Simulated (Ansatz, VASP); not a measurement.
Cs: VASP beside Ansatz

INCAR

```
SYSTEM = Cs
  PREC = Accurate
  ENCUT = 520
  EDIFF = 1E-6
  ISMEAR = -1
  SIGMA = 0.08
  LREAL = .False.
  LASPH = .True.
  NELM = 80
  ALGO = Normal
  ISIF = 2
  LWAVE = .False.
  LCHARG = .True.
  GGA = PE
  LELF = .True.
  LVHAR = .True.
  NBANDS = 16
```

File KPOINTS:

```
Automatic mesh
0
Gamma
  6 6 6
  0 0 0
```

File POSCAR:

```
Cs
1.0
    0.0000000000      4.8200830402      4.8200830402
    4.8200830402      0.0000000000      4.8200830402
    4.8200830402      4.8200830402      0.0000000000
Cs
2
Direct
   -0.1250000000     -0.1250000000     -0.1250000000
    0.1250000000      0.1250000000      0.1250000000
```

Input for Ansatz:

```yaml
crystal:
  lattice:
    - [0.0, 4.8200830402, 4.8200830402]
    - [4.8200830402, 0.0, 4.8200830402]
    - [4.8200830402, 4.8200830402, 0.0]
  atoms:
    - { symbol: Cs, position: [-0.125, -0.125, -0.125] }
    - { symbol: Cs, position: [0.125, 0.125, 0.125] }
kpoints:
  mp_grid: { grid: [6, 6, 6] }
scf:
  occupations: { method: fermi_dirac, width: 0.08 }
hamiltonian:
  xc: pbe
  pseudopotentials: { kind: paw }
output:
  forces: true
  stress: true
  eigenvalues: true
  populations: true
```

Change from the starting cell: volume scaled by 0.6, PAW files.

Alike in both runs: task single point; functional PBE; k mesh 6 × 6 × 6; occupations fermi-dirac, width 0.08 eV; no spin polarisation.

|  | VASP | Ansatz |
| --- | --- | --- |
| version | VASP 6.6.1 | Ansatz 0.2.0 |
| potentials or method | VASP PAW PBE potentials, release 64 (Cs_sv) | PAW with Ansatz's default frozen-core files, scalar-relativistic |
| plane-wave cutoff (eV) | 520 | 420 |
| valence electrons in the cell | 18 | 18 |

```csv
,VASP,Ansatz,Ansatz less VASP
pressure (GPa),0.6,0.6,0.00
```

With one functional, cell and mesh, what is left measures potentials, basis and numerics.

Neither program's run includes spin-orbit coupling.
